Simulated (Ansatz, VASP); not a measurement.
## Two plane-wave programs on ZnCu

POSCAR

```
ZnCu
1.0
    2.9450000000      0.0000000000      0.0000000000
    0.0000000000      2.9450000000      0.0000000000
    0.0000000000      0.0000000000      2.9450000000
Zn Cu
1 1
Direct
    0.5000000000      0.5000000000      0.5000000000
    0.0196044234      0.0196044234      0.0196044234
```

The input INCAR.step1:

```
  ALGO = Normal
  EDIFF = 1E-4
  ENCUT = 520
  GGA = PE
  ISMEAR = 0
  LASPH = True
  LCHARG = False
  LREAL = False
  LWAVE = True
  NBANDS = 18
  NELM = 60
  PREC = Accurate
  SIGMA = 0.15
```

INCAR.step2

```
  ALGO = Normal
  EDIFF = 1E-7
  ENCUT = 520
  ISIF = 2
  ISMEAR = 0
  ISTART = 1
  LASPH = True
  LCHARG = False
  LMIXTAU = True
  LREAL = False
  LWAVE = False
  METAGGA = R2SCAN
  NBANDS = 18
  NELM = 60
  PREC = Accurate
  SIGMA = 0.15
```

File KPOINTS:

```
k-points
0
Gamma
  16 16 16
```

Input for Ansatz:

```yaml
crystal:
  lattice:
    - [2.945, 0.0, 0.0]
    - [0.0, 2.945, 0.0]
    - [0.0, 0.0, 2.945]
  atoms:
    - { symbol: Zn, position: [0.5, 0.5, 0.5] }
    - { symbol: Cu, position: [0.0196044234, 0.0196044234, 0.0196044234] }
basis:
  ecutwfc: 500
kpoints:
  mp_grid: { grid: [16, 16, 16] }
hamiltonian:
  xc: r2scan
scf:
  occupations: { method: gaussian, width: 0.15 }
output:
  forces: true
  stress: true
  eigenvalues: true
```

Change from the starting cell: all Cu atoms moved -0.100 Å, as atom 2 towards its neighbour atom 1 (Zn) at 2.550 Å.

Alike in both runs: task single point; functional r2SCAN; k mesh 16 × 16 × 16; occupations gaussian, width 0.15 eV; no spin polarisation.

|  | VASP | Ansatz |
| --- | --- | --- |
| version | VASP 6.6.1 | Ansatz 0.2.0 |
| potentials or method | VASP PAW PBE potentials, release 64 (Zn, Cu), cutoff 520 eV | scalar-relativistic, plane waves, PAW |
| valence electrons in the cell | 23 | 31 |

Ansatz gave:

| Item | Value |
| --- | --- |
| gap on the k mesh at the Fermi level (eV) | none |
| pressure (GPa) | -2.8 |
| traceless stress, the component that is largest in VASP (GPa) | 0.37 |
| rms of the force components (eV/Å) | 0.270 |

Q: What did VASP give for the same quantities?

A: gap on the k mesh at the Fermi level (eV): none; pressure (GPa): -2.1; traceless stress, the component that is largest in VASP (GPa): 0.38; rms of the force components (eV/Å): 0.277.

VASP's potentials were made for PBE, not for r2SCAN. Atom by atom the forces differ by 0.006 eV/Å (rms over components). A gap of «none» marks a metal or a gap that the smearing closes. VASP's potentials hold 23 valence electrons a cell and Ansatz's 31, so a difference there can come from the potentials and not from the codes.
